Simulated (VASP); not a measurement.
# HF in VASP: notebook, part 2 of 2

VASP 6.6.1. Earlier steps stand in the parts before.

## Step 3: Single point, PBE

File INCAR:

```
SYSTEM = HF
PREC     = Accurate       ! precision mode
ENCUT    = 520            ! plane-wave cutoff, eV
EDIFF    = 1E-6           ! SCF threshold, eV
ISMEAR   = -1             ! smearing method
SIGMA    = 0.02           ! smearing width, eV
LREAL    = Auto         
LASPH    = .TRUE.         ! aspherical terms in the spheres
NELM     = 100            ! most SCF steps
ALGO     = Normal         ! electronic algorithm
ISIF     = 2              ! what is computed and relaxed
LWAVE    = .FALSE.        ! write WAVECAR
LCHARG   = .FALSE.        ! write CHGCAR
GGA      = PE             ! functional
NBANDS   = 56             ! bands
```

File KPOINTS:

```
regular mesh
0
G
  1 1 1
  0 0 0
```

File POSCAR:

```
HF
1.0
    7.6174120000      0.0000000000      0.0000000000
    0.0000000000      7.6174120000      0.0000000000
    0.0000000000      0.0000000000      7.6174120000
F H
10 10
Direct
    0.1349277156      0.1672484041      0.8263305175
    0.2071175880      0.1789452901      0.3795252246
    0.3165904641      0.5545059136      0.0674638578
    0.4909541456      0.6923873883      0.6255799214
    0.9687148339      0.4938553934     -0.0035445109
    0.0737126993      0.8960261044      0.5001830018
    1.0310982260     -0.0931812537      0.1846033797
    0.5451063957      1.1432491770      0.5817461364
    0.7591554717     -0.1834218761      0.7269135502
    0.3242964933      0.4173989801      0.7490207960
    0.2050302649      0.1589384951      0.9238833347
    0.1815183425      0.2642104694      0.3072697131
    0.2489034333      0.6565221889      0.0691179629
    0.4207597016      0.5978539693      0.6753474802
    0.8514834172      0.4891818901      0.0171843140
   -0.0255729899      0.8679850847      0.5758254903
    1.0210291894     -0.1085408010      0.3068364951
    0.5058148358      1.2275822812      0.5068125500
    0.6378281758     -0.2214137820      0.6728400669
    0.2375216150      0.3681040227      0.8260154499
```

Potentials or basis: VASP PAW PBE potentials, release 64 (F, H).

Run with:

```
> cat potpaw_PBE.64/F/POTCAR potpaw_PBE.64/H/POTCAR > POTCAR
> mpirun -np 1 vasp_gam > vasp.out
```

OUTCAR:

```text
SYSTEM = HF
   PREC = Accurate
   ENCUT = 520
   EDIFF = 1E-6
   ISMEAR = -1
   LREAL = Auto
   LASPH = .TRUE.
   NELM = 100
   ISIF = 2
   GGA = PE

 ion  position               nearest neighbor table
   1  0.135  0.167  0.826-  11 0.92
   2  0.207  0.179  0.380-  12 0.87
   3  0.317  0.555  0.067-  13 0.93
   4  0.491  0.692  0.626-  14 0.97  19 1.35
   5  0.969  0.494  0.996-  15 0.91
   6  0.074  0.896  0.500-  16 0.97
   7  0.031  0.907  0.185-  17 0.94
   8  0.545  0.143  0.582-  18 0.91
   9  0.759  0.817  0.727-  19 1.05
  10  0.324  0.417  0.749-  20 0.96
  11  0.205  0.159  0.924-   1 0.92
  12  0.182  0.264  0.307-   2 0.87
  13  0.249  0.657  0.069-   3 0.93
  14  0.421  0.598  0.675-   4 0.97
  15  0.851  0.489  0.017-   5 0.91
  16  0.974  0.868  0.576-   6 0.97
  17  0.021  0.891  0.307-   7 0.94
  18  0.506  0.228  0.507-   8 0.91
  19  0.638  0.779  0.673-   9 1.05   4 1.35
  20  0.238  0.368  0.826-  10 0.96

  LATTYP: Found a simple cubic cell.
 ALAT       =     7.6174120000

  Lattice vectors:

 A1 = (   7.6174120000,   0.0000000000,   0.0000000000)
 A2 = (   0.0000000000,   7.6174120000,   0.0000000000)
 A3 = (   0.0000000000,   0.0000000000,   7.6174120000)

Analysis of symmetry for initial positions (statically):
=====================================================================
 Subroutine PRICEL returns:
 Original cell was already a primitive cell.

 Routine SETGRP: Setting up the symmetry group for a
 simple cubic supercell.

 Subroutine GETGRP returns: Found  1 space group operations
 (whereof  1 operations were pure point group operations)
 out of a pool of 48 trial point group operations.

The static configuration has the point symmetry C_1 .

Analysis of symmetry for dynamics (positions and initial velocities):
=====================================================================
 Subroutine PRICEL returns:
[... 144 lines left out ...]
  Thomas-Fermi vector in A             =   2.051962
   LORBIT       =      0    0 simple, 1 ext, 2 COOP (PROOUT), +10 PAW based schemes
   GGA     = PE    functional components
   LHFCALC =     F    Hartree Fock is set to
   AEXX    =    0.0000 exact exchange contribution
   IVDW    =     0    specifies the selected vdW correction
   LEPSILON=     F    determine dielectric tensor
   LRPA    =     F    only Hartree local field effects (RPA)
 non-spin polarized calculation
  energy-cutoff  :      520.00
  volume of cell :      442.00
 maximum number of plane-waves:      5919
 NGX is ok and might be reduce to    60
   NGX = 29   NGY = 29   NGZ = 29

 number of electron      80.0000049 magnetization

 Free energy of the ion-electron system (eV)
  ---------------------------------------------------
  ext. energy  EPLUGINS =         0.00000000
  ---------------------------------------------------
  free energy    TOTEN  =       -80.00346447 eV

  energy without entropy =      -80.00346447  energy(sigma->0) =      -80.00346447

 E-fermi :  -6.2894     XC(G=0):  -4.7370

 val. band max:       -6.8408906023   @ k =   0.0000   0.0000   0.0000
 cond. band min:      -0.8726744899   @ k =   0.0000   0.0000   0.0000
 fundamental gap:      5.9682161124
 Fermi energy:        -6.2893622185

 k-point     1 :       0.0000    0.0000    0.0000
  band No.  band energies     occupation
      1     -29.5235      2.00000
      2     -29.3959      2.00000
      3     -28.9632      2.00000
      4     -28.9015      2.00000
      5     -28.7586      2.00000
      6     -28.6320      2.00000
[... 44 lines left out ...]
     51       4.1094      0.00000
     52       4.3778      0.00000
 [bands above 52 left out]

------------------------ aborting loop because EDIFF is reached ----------------------------------------

  FORCE on cell =-STRESS in cart. coord.  units (eV):
  Direction    XX          YY          ZZ          XY          YZ          ZX
  --------------------------------------------------------------------------------------
  -------------------------------------------------------------------------------------
  Total       -0.1019178      3.1130374      4.5442829     -1.9178342     -2.7226112      2.2317796
  in kB       -0.3694351     11.2842470     16.4722757     -6.9518326     -9.8690164      8.0898330
  external PRESSURE =       9.1290292 kB  Pullay stress =       0.0000000 kB

 VOLUME and BASIS-vectors are now :
 -----------------------------------------------------------------------------
  energy-cutoff  :      520.00
  volume of cell :      442.00
      direct lattice vectors                 reciprocal lattice vectors
     7.617412000  0.000000000  0.000000000     0.131278182  0.000000000  0.000000000
     0.000000000  7.617412000  0.000000000     0.000000000  0.131278182  0.000000000
     0.000000000  0.000000000  7.617412000     0.000000000  0.000000000  0.131278182

 POSITION                                       TOTAL-FORCE (eV/Angst)
 -----------------------------------------------------------------------------------
      1.02780      1.27400      6.29450        -0.858139      0.265471     -0.847613
      1.57770      1.36310      2.89100         1.345179     -3.197230      2.904351
      2.41160      4.22390      0.51390         0.427416     -0.394548      0.214038
      3.73980      5.27420      4.76530        -1.124568     -0.542023     -0.456594
      7.37910      3.76190      7.59041         1.966111     -0.004297     -0.258801
      0.56150      6.82540      3.81010        -1.073881     -0.614037      1.103007
[... 12 lines left out ...]
      4.85860      5.93081      5.12530         2.341351      0.527590      1.278854
      1.80930      2.80400      6.29210        -0.046210      0.297912     -0.676033
 -----------------------------------------------------------------------------------
    total drift:                                0.001020     -0.001125     -0.000652

  FREE ENERGIE OF THE ION-ELECTRON SYSTEM (eV)
  ---------------------------------------------------
  free  energy   TOTEN  =       -80.0034644713 eV

  energy  without entropy=      -80.0034644713  energy(sigma->0) =      -80.00346447
```

stdout:

```text
POSCAR found type information on POSCAR F H
 POSCAR found :  2 types and      20 ions
 scaLAPACK will be used
 LDA part: xc-table for (Slater+PW92), standard interpolation
 POSCAR, INCAR and KPOINTS ok, starting setup
 FFT: planning ... GRIDC
 FFT: planning ... GRID_SOFT
 FFT: planning ... GRID
 WAVECAR not read
 entering main loop
```

It took 1.7 min on 1 thread of Intel Xeon 8259CL, shared host; peak memory 0.45 GiB.

Results:

- Free energy: -80.0035 eV
- Pressure: 0.9 GPa
- Largest force: 4.862 eV/Å

Forces in eV/Å, atoms in the order of the input:
```
F   -0.858  0.265 -0.848
F    1.345 -3.197  2.904
F    0.427 -0.395  0.214
F   -1.125 -0.542 -0.457
F    1.966 -0.004 -0.259
F   -1.074 -0.614  1.103
F   -0.052 -0.120 -1.541
F    0.805 -1.277  1.125
F   -1.249 -0.340 -1.086
F    0.350  0.425 -0.278
H    0.690 -0.787  1.362
H   -1.166  3.626 -3.020
H   -0.504  0.486  0.112
H    0.235  0.156  0.221
H   -1.988  0.011  0.233
H    0.441  0.215 -0.216
H    0.285  0.123  0.917
H   -0.824  1.143 -1.090
H    2.341  0.528  1.279
H   -0.046  0.298 -0.676
```

Stress tensor (GPa, compression positive):
```
-0.04 -0.70  0.81
-0.70  1.13 -0.99
 0.81 -0.99  1.65
```

Levels at points of the mesh, in eV from the Fermi level:
```csv
k point,band 36,band 37,band 38,band 39,band 40,band 41,band 42,band 43,band 44,band 45
"(0.00, 0.00, 0.00)",-1.17,-0.91,-0.79,-0.73,-0.55,5.42,7.44,7.88,7.95,8.27
```

Caveat: the k points lie up to 0.82 Å⁻¹ apart, too coarse for converged energies, forces and pressures; the atoms stand as in a frame of molecular dynamics.

## Step 4: Single point, PBE

File INCAR:

```
ALGO = Normal
EDIFF = 1E-7
ENCUT = 520
GGA = PE
ISIF = 2
ISMEAR = -1
LASPH = True
LCHARG = False
LREAL = Auto
LWAVE = False
NBANDS = 56
NELM = 60
PREC = Accurate
SIGMA = 0.02
```

File KPOINTS:

```
k-points
0
Gamma
  1 1 1
```

File POSCAR:

```
HF
1.0
    7.6174120000      0.0000000000      0.0000000000
    0.0000000000      7.6174120000      0.0000000000
    0.0000000000      0.0000000000      7.6174120000
F H
10 10
Direct
    0.1403101211      0.1308712198      0.8938600144
    0.2521853879      0.2604296577      0.3949110275
    0.3352582216      0.5996918639      0.0473914238
    0.3966176439      0.8024247605      0.5950314884
    1.0281444669      0.4302642420     -0.0340010492
    0.0249034712      0.8754285576      0.5722415960
    1.0612659523     -0.1739173357      0.1852466428
    0.5002880243      1.1559306494      0.6314218005
    0.7624899375     -0.2370358857      0.7173171151
    0.3276178314      0.4536711419      0.6496300843
    0.0972902608      0.0737126993      0.8035012416
    0.3097246151      0.1451280304      0.4290433549
    0.2105702042      0.5813785574      0.0382807179
    0.3122845397      0.7602056972      0.5226315709
    1.0834519651      0.3273027637     -0.0888228180
   -0.0127602393      0.7563067351      0.5887563913
    1.1131996011     -0.0577624001      0.1997791376
    0.5949002102      1.0728709436      0.6265382521
    0.6533846403     -0.2929603913      0.7683449445
    0.3477690323      0.3542016632      0.7065391763
```

Run with:

```
> cat potpaw_PBE.64/F/POTCAR potpaw_PBE.64/H/POTCAR > POTCAR
> mpirun -np 1 vasp_gam > vasp.out
```

Wall time 1.8 min (1 thread of Intel Xeon 8259CL, shared host); peak memory 0.43 GiB.

Results (log left out):

| Item | Value |
| --- | --- |
| Free energy | -79.6107 eV |
| Pressure | -0.1 GPa |
| Largest force | 4.995 eV/Å |

Forces on the atoms (eV/Å):
```
F    1.896  2.197  3.515
F    0.957 -3.119  0.267
F   -0.544 -0.013 -0.036
F    1.685  1.027  1.237
F    0.448 -0.462 -0.523
F    0.322 -0.536 -0.022
F    0.673  1.579  0.210
F    0.856 -0.699 -0.080
F   -2.632 -1.203  1.296
F   -0.764  3.502 -1.313
H   -1.782 -2.662 -3.833
H   -1.075  2.794 -0.598
H    0.618 -0.078 -0.007
H   -1.557 -0.970 -1.265
H   -0.619  0.904  0.778
H   -0.069  0.860  0.039
H   -0.760 -1.518 -0.264
H   -0.717  0.417  0.117
H    2.229  1.079 -1.167
H    0.835 -3.098  1.649
```

Stress tensor (GPa, compression positive):
```
-0.76  0.34  1.02
 0.34 -0.65  0.63
 1.02  0.63  1.11
```

Levels at points of the mesh, in eV from the Fermi level:
| k point | band 38 | band 39 | band 40 | band 41 | band 42 | band 43 |
| --- | --- | --- | --- | --- | --- | --- |
| (0.00, 0.00, 0.00) | -0.83 | -0.70 | -0.60 | 5.14 | 7.01 | 7.52 |

Caveat: the k points lie up to 0.82 Å⁻¹ apart, too coarse for converged energies, forces and pressures; the atoms stand as in a frame of molecular dynamics.

## Step 5: The runs side by side

```tsv
cell	pressure (GPa)	largest force (eV/Å)
as given, atomic positions A	-1.3	3.69
as given, atomic positions B	0.9	4.86
as given, atomic positions C	-0.1	5.00
```

Alike in all rows: task single point; level PBE; potentials or basis VASP PAW PBE potentials, release 64 (F, H); no spin polarisation; k mesh 1 × 1 × 1; cutoff (eV) 520; smearing fermi-dirac 0.02 eV.

Caveats: all runs use coarse meshes; the atoms stand as in a frame of molecular dynamics.

Absolute energies hang on the potentials; compare differences alone.
